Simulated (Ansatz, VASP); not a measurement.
# Ba: VASP beside Ansatz

```
Ba
1.0
     4.34139    0.00000    0.00000
    -1.44713    4.09310    0.00000
    -1.44713   -2.04655    3.54473
Ba
1
Direct
  0.00000 0.00000 0.00000
```

Alike in both runs: task single point; functional PBE; k mesh 8 × 8 × 8; occupations tetrahedron; no spin polarisation.

|  | VASP | Ansatz |
| --- | --- | --- |
| version | VASP 6.6.1 | Ansatz 0.2.0 |
| potentials or method | VASP PAW PBE potentials, release 64 (Ba_sv) | Ansatz PAW |
| plane-wave cutoff (eV) | 520 | 420 |
| valence electrons in the cell | 10 | 10 |

|  | VASP | Ansatz | Ansatz less VASP |
| --- | --- | --- | --- |
| gap on the k mesh at the Fermi level (eV) | none | none | - |
| pressure (GPa) | 0.2 | 0.1 | -0.08 |

A gap of «none» marks a metal or a gap that the smearing closes.

Neither program's run includes spin-orbit coupling.
